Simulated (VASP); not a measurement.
## Hg: relaxation of cell and atoms with PBE

The system is Hg.

```
Hg
1.0
     3.46181    0.00000    0.00000
    -1.73090    2.99802    0.00000
     0.00000    0.00000    5.48755
Hg
2
Direct
  0.66667 0.33333 0.75000
  0.33333 0.66667 0.25000
```

```yaml
Program: VASP 6.6.1
Task: relaxation of cell and atoms
Functional: PBE
Potentials_or_basis: VASP PAW PBE potentials, release 64 (Hg)
Cutoff: 600 eV
k_mesh: 18 × 18 × 10
Occupations: gaussian, width 0.1 eV
Spin: no spin polarisation
Dipole_correction: no
Further_INCAR_settings: ALGO = Normal; EDIFF = 1e-07; IBRION = 2; EDIFFG = -0.01; NSW = 100; ISIF = 3
```

```
Relaxed volume                         : 31.53 Å³/atom
Relaxed cell                           : a = 3.612 Å, b = 3.612 Å, c = 5.581 Å, α = 90.00°, β = 90.00°, γ = 120.00°
Space group after relaxing (to 0.05 Å) : P6_3/mmc (No. 194)
Energy gained by relaxing              : 9.2 meV/atom
Ionic steps                            : 8
Pressure after relaxing                : 0.0 GPa
Band gap on the k mesh                 : 0.35 eV, indirect (least direct gap 1.31 eV)
```

The path:
```
step  energy change (eV)  largest force (eV/Å)  pressure (GPa)  volume (Å³)
   1              0.0000                0.0000            1.08        56.95
   2             -0.0089                0.0000            0.72        58.55
   3             -0.0179                0.0000            0.09        62.25
   4             -0.0181                0.0000            0.00        62.87
   5             -0.0181                0.0000           -0.01        62.99
   6             -0.0182                0.0000           -0.02        63.00
   7             -0.0184                0.0000           -0.02        63.02
   8             -0.0184                0.0000           -0.02        63.05
```

Final structure:
```
Hg
1.0
     3.61196    0.00000    0.00000
    -1.80598    3.12805    0.00000
     0.00000    0.00000    5.58056
Hg
2
Direct
  0.66667 0.33333 0.75000
  0.33333 0.66667 0.25000
```

Levels at points of the mesh, in eV from the valence-band top:
| k point | band 9 | band 10 | band 11 | band 12 | band 13 | band 14 | band 15 | band 16 |
| --- | --- | --- | --- | --- | --- | --- | --- | --- |
| (0.00, 0.00, 0.00) | -5.48 | -5.02 | -5.02 | -0.97 | 0.35 | 10.25 | 10.25 | 12.28 |
| (0.50, 0.00, 0.00) | -4.99 | -4.94 | -2.10 | -1.32 | 2.68 | 3.74 | 4.39 | 6.38 |
| (0.00, 0.00, 0.50) | -5.15 | -5.15 | -4.79 | -4.79 | 6.78 | 6.78 | 11.23 | 11.23 |
| (0.50, 0.00, 0.50) | -5.01 | -5.01 | -1.06 | -1.06 | 0.81 | 0.81 | 8.13 | 8.13 |

It took 6.6 min on 1 thread of Intel(R) Xeon(R) 6975P-C (Granite Rapids) (shared host), peak memory 0.36 GiB.

Caveat: spin-orbit coupling is left out, which moves the levels of the heavy elements. A k mesh can miss the band edges.
